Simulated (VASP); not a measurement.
Here is a VASP 6.6.1 calculation.

Contents of POSCAR:

```
Ir
1.0
    0.0000000000      1.9350000000      1.9350000000
    1.9350000000      0.0000000000      1.9350000000
    1.9350000000      1.9350000000      0.0000000000
Ir
1
Direct
    0.0000000000      0.0000000000      0.0000000000
```

INCAR.step1

```
PREC = Accurate
ENCUT = 400
EDIFF = 1E-5
ISMEAR = -1
SIGMA = 0.5
LREAL = False
LASPH = True
NELM = 120
ALGO = Normal
ISIF = 2
LWAVE = True
LCHARG = False
NBANDS = 10
GGA = PE
GGA_COMPAT = False
```

INCAR.step2

```
PREC = Accurate
ENCUT = 400
EDIFF = 1E-6
ISMEAR = -1
SIGMA = 0.5
LREAL = False
LASPH = True
NELM = 120
ALGO = Normal
ISIF = 2
LWAVE = False
LCHARG = False
GGA = PE
LHFCALC = True
AEXX = 0.25
PRECFOCK = Normal
NBANDS = 10
ISTART = 1
GGA_COMPAT = False
```

KPOINTS

```
Automatic mesh
0
Gamma
  2 2 2
```

Potentials or basis: VASP PAW PBE potentials, release 64 (Ir).

The run is started by

```console
$ cat potpaw_PBE.64/Ir/POTCAR > POTCAR
$ cp INCAR.step1 INCAR
$ mpirun -np 1 vasp_std > vasp.out
$ cp INCAR.step2 INCAR
$ mpirun -np 1 vasp_std > vasp.out
```

(1) Predict the pressure.

Results:

(1) 61.1 GPa.

Caveat: the k points lie up to 1.41 Å⁻¹ apart; the PAW data sets were made with another functional, which shifts forces and pressure a little.
